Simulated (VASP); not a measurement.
# Zr3Ag (P4/mmm) in VASP: notebook

The runs below take Zr3Ag through electric field gradients, single point, with LDA.

Everything below comes from runs of VASP 6.6.1. Logs are shortened: lines on timing, memory, paths and dates and some standing lists are left out, and cuts for length are marked.

## Step 1: The cell of the first run

Symmetry: P4/mmm, No. 123, tetragonal system. Conventional cell: a = 4.566 Å, b = 4.566 Å, c = 3.986 Å, α = 90.00°, β = 90.00°, γ = 90.00°. Zr (site symmetry 4/mmm) has 10 Zr at 3.03 to 3.99 Å and 4 Ag at 3.23 Å within 4.0 Å. Zr (site symmetry mmm) has 10 Zr at 3.03 to 3.99 Å and 4 Ag at 3.03 Å within 4.0 Å. Within 4.0 Å of Ag (site symmetry 4/mmm) lie 12 Zr at 3.03 to 3.23 Å and 2 Ag at 3.99 Å.

## Step 2: Electric field gradients, LDA

Contents of INCAR:

```
SYSTEM = Zr3Ag
PREC = Accurate
ENCUT = 520
EDIFF = 1E-8
ISMEAR = -1
SIGMA = 0.05
LREAL = .FALSE.
LASPH = .TRUE.
NELM = 100
ALGO = Normal
ISIF = 2
LWAVE = .FALSE.
LCHARG = .FALSE.
GGA = CA
LEFG = .TRUE.
NBANDS = 32
```

Contents of KPOINTS:

```
regular mesh
0
G
  7 7 8
  0 0 0
```

Contents of POSCAR:

```
Zr3Ag
1.0
    4.5660000000      0.0000000000      0.0000000000
    0.0000000000      4.5660000000      0.0000000000
    0.0000000000      0.0000000000      3.9860000000
Zr Ag
3 1
Direct
    0.5000000000      0.5000000000      0.0000000000
    0.0000000000      0.5000000000      0.5000000000
    0.5000000000      0.0000000000      0.5000000000
    0.0000000000      0.0000000000      0.0000000000
```

Potentials or basis: VASP PAW LDA potentials, release 64 (Zr_sv, Ag).

The run is started by

```sh
cat potpaw_LDA.64/Zr_sv/POTCAR potpaw_LDA.64/Ag/POTCAR > POTCAR
mpirun -np 1 vasp_std > vasp.out
```

OUTCAR:

```text
SYSTEM = Zr3Ag
   PREC = Accurate
   ENCUT = 520
   EDIFF = 1E-8
   ISMEAR = -1
   LREAL = .FALSE.
   LASPH = .TRUE.
   NELM = 100
   ISIF = 2
   GGA = CA

 ion  position               nearest neighbor table
   1  0.500  0.500  0.000-   2 3.03   3 3.03   2 3.03   3 3.03   3 3.03   3 3.03   2 3.03   2 3.03
                             4 3.23   4 3.23   4 3.23   4 3.23
   2  0.000  0.500  0.500-   1 3.03   4 3.03   1 3.03   4 3.03   4 3.03   4 3.03   1 3.03   1 3.03
                             3 3.23   3 3.23   3 3.23   3 3.23
   3  0.500  0.000  0.500-   1 3.03   4 3.03   1 3.03   4 3.03   1 3.03   1 3.03   4 3.03   4 3.03
                             2 3.23   2 3.23   2 3.23   2 3.23
   4  0.000  0.000  0.000-   2 3.03   3 3.03   2 3.03   3 3.03   2 3.03   2 3.03   3 3.03   3 3.03
                             1 3.23   1 3.23   1 3.23   1 3.23

  LATTYP: Found a simple tetragonal cell.
 ALAT       =     4.5660000000
 C/A-ratio  =     0.8729741568

  Lattice vectors:

 A1 = (   4.5660000000,   0.0000000000,   0.0000000000)
 A2 = (   0.0000000000,   4.5660000000,   0.0000000000)
 A3 = (   0.0000000000,   0.0000000000,   3.9860000000)

Analysis of symmetry for initial positions (statically):
=====================================================================
 Subroutine PRICEL returns:
 Original cell was already a primitive cell.

 Routine SETGRP: Setting up the symmetry group for a
 simple tetragonal supercell.

 Subroutine GETGRP returns: Found 16 space group operations
 (whereof 16 operations were pure point group operations)
 out of a pool of 16 trial point group operations.

The static configuration has the point symmetry D_4h.

Analysis of symmetry for dynamics (positions and initial velocities):
=====================================================================
 Subroutine PRICEL returns:
 Original cell was already a primitive cell.

 Routine SETGRP: Setting up the symmetry group for a
 simple tetragonal supercell.

 Subroutine GETGRP returns: Found 16 space group operations
 (whereof 16 operations were pure point group operations)
 out of a pool of 16 trial point group operations.

The dynamic configuration has the point symmetry D_4h.
[... 146 lines left out ...]
  ---------------------------------------------------
  free energy    TOTEN  =       -31.64583749 eV

  energy without entropy =      -31.59969307  energy(sigma->0) =      -31.62276528

 E-fermi :   9.0155     XC(G=0): -11.7606

 val. band max:        9.0141094681   @ k =   0.4286   0.2857   0.5000
 cond. band min:       9.0183765948   @ k =   0.4286   0.1429   0.3750
 fundamental gap:      0.0042671267
 Fermi energy:         9.0154914674

 k-point     1 :       0.0000    0.0000    0.0000
  band No.  band energies     occupation
      1     -39.2777      2.00000
      2     -39.1400      2.00000
      3     -38.8878      2.00000
      4     -17.8471      2.00000
      5     -17.8471      2.00000
      6     -17.7305      2.00000
[... 829 lines left out ...]
     31      12.8411      0.00000
     32      13.2885      0.00000

 [... further k-points ...]

------------------------ aborting loop because EDIFF is reached ----------------------------------------

  FORCE on cell =-STRESS in cart. coord.  units (eV):
  Direction    XX          YY          ZZ          XY          YZ          ZX
  --------------------------------------------------------------------------------------
  -------------------------------------------------------------------------------------
  Total       -2.9360118     -2.9360118     -1.6418589      0.0000000      0.0000000      0.0000000
  in kB      -56.6055838    -56.6055838    -31.6546338      0.0000000      0.0000000      0.0000000
  external PRESSURE =     -48.2886005 kB  Pullay stress =       0.0000000 kB

 VOLUME and BASIS-vectors are now :
 -----------------------------------------------------------------------------
  energy-cutoff  :      520.00
  volume of cell :       83.10
      direct lattice vectors                 reciprocal lattice vectors
     4.566000000  0.000000000  0.000000000     0.219010074  0.000000000  0.000000000
     0.000000000  4.566000000  0.000000000     0.000000000  0.219010074  0.000000000
     0.000000000  0.000000000  3.986000000     0.000000000  0.000000000  0.250878073

 POSITION                                       TOTAL-FORCE (eV/Angst)
 -----------------------------------------------------------------------------------
      2.28300      2.28300      0.00000         0.000000      0.000000      0.000000
      0.00000      2.28300      1.99300         0.000000      0.000000      0.000000
      2.28300      0.00000      1.99300         0.000000      0.000000      0.000000
      0.00000      0.00000      0.00000         0.000000      0.000000      0.000000
 -----------------------------------------------------------------------------------
    total drift:                                0.000000      0.000000      0.000000

  FREE ENERGIE OF THE ION-ELECTRON SYSTEM (eV)
  ---------------------------------------------------
  free  energy   TOTEN  =       -31.6458374897 eV

  energy  without entropy=      -31.5996930674  energy(sigma->0) =      -31.62276528

 Electric field gradients (V/A^2)
---------------------------------------------------------------------
 ion       V_xx      V_yy      V_zz      V_xy      V_xz      V_yz
---------------------------------------------------------------------
   1       6.316     6.316   -12.632     0.000     0.000     0.000
   2      39.300   -16.831   -22.469     0.000     0.000    -0.000
   3     -16.831    39.300   -22.469     0.000     0.000     0.000
   4      -3.702    -3.702     7.403     0.000     0.000    -0.000
---------------------------------------------------------------------

 Electric field gradients after diagonalization (V/A^2)
 (convention: |V_zz| > |V_xx| > |V_yy|)
----------------------------------------------------------------------
 ion       V_xx      V_yy      V_zz     asymmetry (V_yy - V_xx)/ V_zz
----------------------------------------------------------------------
   1       6.316     6.316   -12.632       0.000
   2     -22.469   -16.831    39.300       0.143
   3     -22.469   -16.831    39.300       0.143
   4      -3.702    -3.702     7.403       0.000
----------------------------------------------------------------------

           NMR quadrupolar parameters

 Cq : quadrupolar parameter    Cq=e*Q*V_zz/h
 eta: asymmetry parameters     (V_yy - V_xx)/ V_zz
 Q  : nuclear electric quadrupole moment in mb (millibarn)
----------------------------------------------------------------------
 ion       Cq(MHz)       eta       Q (mb)
----------------------------------------------------------------------
   1      -0.031       0.000       1.000
   2       0.095       0.143       1.000
   3       0.095       0.143       1.000
   4       0.018       0.000       1.000
----------------------------------------------------------------------
```

OSZICAR:

```text
N       E                     dE             d eps       ncg     rms          rms(c)
DAV:   1     0.446287406423E+03    0.44629E+03   -0.24307E+04  3208   0.145E+03
DAV:   2    -0.110638285860E+01   -0.44739E+03   -0.43266E+03  3648   0.424E+02
DAV:   3    -0.321550475522E+02   -0.31049E+02   -0.30239E+02  5624   0.847E+01
DAV:   4    -0.336616422028E+02   -0.15066E+01   -0.15031E+01  4184   0.186E+01
DAV:   5    -0.337170149249E+02   -0.55373E-01   -0.55364E-01  4752   0.309E+00    0.207E+01
DAV:   6    -0.321334193943E+02    0.15836E+01   -0.89781E+00  3760   0.216E+01    0.100E+01
DAV:   7    -0.317074884149E+02    0.42593E+00   -0.21843E+00  4192   0.966E+00    0.393E+00
DAV:   8    -0.316515028425E+02    0.55986E-01   -0.32671E-01  4200   0.376E+00    0.100E+00
DAV:   9    -0.316458552189E+02    0.56476E-02   -0.32533E-02  4168   0.148E+00    0.689E-01
DAV:  10    -0.316464217233E+02   -0.56650E-03   -0.12987E-02  3944   0.872E-01    0.200E-01
DAV:  11    -0.316458227680E+02    0.59896E-03   -0.34214E-03  4008   0.390E-01    0.467E-02
DAV:  12    -0.316458373209E+02   -0.14553E-04   -0.18812E-04  4576   0.816E-02    0.173E-02
DAV:  13    -0.316458378717E+02   -0.55077E-06   -0.16013E-05  4200   0.284E-02    0.615E-03
DAV:  14    -0.316458375323E+02    0.33933E-06   -0.92132E-07  4368   0.782E-03    0.198E-03
DAV:  15    -0.316458374920E+02    0.40321E-07   -0.18281E-07  4328   0.273E-03    0.662E-04
DAV:  16    -0.316458374897E+02    0.23265E-08   -0.11065E-08  2816   0.770E-04
   1 F= -.31645837E+02 E0= -.31622765E+02  d E =-.461444E-01
```

It took 1.7 min on 1 thread of Intel Xeon Platinum 8488C (Sapphire Rapids), shared host; peak memory 0.24 GiB.

What came out:

```
Free energy                             : -31.6458 eV
Pressure                                : -4.8 GPa
Band gap on the k mesh                  : zero (an odd number of electrons rules out a gap without spin polarisation)
Largest electric field gradient by atom : Zr -12.6, +39.3 (each value once); Ag +7.4 V/Å²
```

Levels at points of the mesh, in eV from the Fermi level:
```csv
k point,band 21,band 22,band 23,band 24,band 25,band 26,band 27,band 28
"(0.00, 0.00, 0.00)",-0.87,-0.87,-0.84,-0.19,2.17,2.17,3.25,3.25
"(0.00, 0.00, 0.50)",-0.90,-0.90,-0.85,0.88,0.91,0.91,2.24,2.24
```

Electric field gradients, principal values (V/Å²):
```csv
atom,least,middle,greatest (by size)
1 Zr,6.316,6.316,-12.632
2 Zr,-16.831,-22.469,39.300
3 Zr,-16.831,-22.469,39.300
4 Ag,-3.702,-3.702,7.403
```

Caveat: the cell stands under tension; without QUAD_EFG the Cq values of the log hold for a quadrupole moment of 1 mb, not for the nuclei.

## Step 3: Single point, LDA

POSCAR is that of step 2.

Contents of INCAR.step1:

```
SYSTEM = Zr3Ag
PREC     = Accurate       ! precision mode
ENCUT    = 520            ! plane-wave cutoff, eV
EDIFF    = 1E-7           ! SCF threshold, eV
ISMEAR   = -1             ! smearing method
SIGMA    = 0.05           ! smearing width, eV
LREAL    = .FALSE.        ! projectors in reciprocal space
LASPH    = .TRUE.         ! aspherical terms in the spheres
NELM     = 60             ! most SCF steps
ALGO     = Normal         ! electronic algorithm
ISIF     = 2              ! what is computed and relaxed
LWAVE    = .FALSE.        ! write WAVECAR
LCHARG   = .TRUE.         ! write CHGCAR
LMAXMIX  = 4              ! l up to which the mixer works
NBANDS   = 32             ! bands
```

Contents of KPOINTS.step1:

```
regular mesh
0
G
  7 7 8
  0 0 0
```

Contents of INCAR.step2:

```
SYSTEM = Zr3Ag
PREC     = Accurate       ! precision mode
ENCUT    = 520            ! plane-wave cutoff, eV
EDIFF    = 1E-7           ! SCF threshold, eV
ISMEAR   = -5             ! smearing method
SIGMA    = 0.05           ! smearing width, eV
LREAL    = .FALSE.        ! projectors in reciprocal space
LASPH    = .TRUE.         ! aspherical terms in the spheres
NELM     = 60             ! most SCF steps
ALGO     = Normal         ! electronic algorithm
ISIF     = 2              ! what is computed and relaxed
LWAVE    = .FALSE.        ! write WAVECAR
LCHARG   = .FALSE.        ! write CHGCAR
LMAXMIX  = 4              ! l up to which the mixer works
LORBIT   = 11             ! projections on sites
NEDOS    = 1001           ! points of the DOS
ICHARG   = 11             ! starting density
```

Contents of KPOINTS.step2:

```
regular mesh
0
G
  11 11 12
  0 0 0
```

Potentials or basis: VASP PAW LDA potentials, release 64 (Zr_sv, Ag).

The run is started by

```sh
cat potpaw_LDA.64/Zr_sv/POTCAR potpaw_LDA.64/Ag/POTCAR > POTCAR
cp INCAR.step1 INCAR
cp KPOINTS.step1 KPOINTS
mpirun -np 1 vasp_std > vasp.out
cp INCAR.step2 INCAR
cp KPOINTS.step2 KPOINTS
mpirun -np 1 vasp_std > vasp.out
```

Run time: 3.8 min. Hardware: 1 thread of Intel Xeon Platinum 8488C (Sapphire Rapids), shared host; peak memory 0.4 GiB.

Results (log left out):

| Property | Result |
| --- | --- |
| Valence electrons inside the program's atomic spheres | Zr 9.97, 9.87 (each value once); Ag 9.99 |

Levels at points of the mesh, in eV from the Fermi level:
| k point | band 21 | band 22 | band 23 | band 24 | band 25 | band 26 | band 27 | band 28 |
| --- | --- | --- | --- | --- | --- | --- | --- | --- |
| (0.00, 0.00, 0.00) | -0.86 | -0.86 | -0.83 | -0.18 | 2.18 | 2.18 | 3.26 | 3.27 |
| (0.00, 0.00, 0.50) | -0.89 | -0.89 | -0.84 | 0.89 | 0.92 | 0.92 | 2.25 | 2.25 |

Caveat: tetrahedron occupations give inexact forces and stress in metals.
